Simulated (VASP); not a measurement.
C: single point with r2SCAN+D4

Crystal: C.

```
CELL_PARAMETERS angstrom
0.00000 1.75927 1.75927
1.75927 0.00000 1.75927
1.75927 1.75927 0.00000
ATOMIC_POSITIONS crystal
C 0.75000 0.75000 0.75000
C 0.50000 0.50000 0.50000
```

```yaml
Program: VASP 6.6.1
Task: single point
Functional: r2SCAN
Dispersion: D4
Potentials_or_basis: VASP PAW PBE potentials, release 64 (C)
Cutoff: 520 eV
k_mesh: 13 × 13 × 13
Occupations: fermi-dirac, width 0.05 eV
Spin: no spin polarisation
Dipole_correction: no
Further_INCAR_settings: ALGO = Normal; EDIFF = 1e-06; NBANDS = 11
```

```json
{"Pressure": "16.0 GPa", "Band gap on the k mesh": "4.43 eV, indirect (least direct gap 5.95 eV)", "Dispersion energy per atom": "-0.091 eV"}
```

Levels at points of the mesh, in eV from the valence-band top:
| k point | band 1 | band 2 | band 3 | band 4 | band 5 | band 6 | band 7 | band 8 |
| --- | --- | --- | --- | --- | --- | --- | --- | --- |
| (0.00, 0.00, 0.00) | -23.27 | 0.00 | 0.00 | 0.00 | 5.95 | 5.95 | 5.95 | 14.81 |

It took 32 s on 1 thread of Intel Xeon 6975P-C, with other jobs on the host, peak memory 0.13 GiB.

Caveat: the PAW data sets were made with another functional, which shifts forces and pressure a little. A k mesh can miss the band edges.
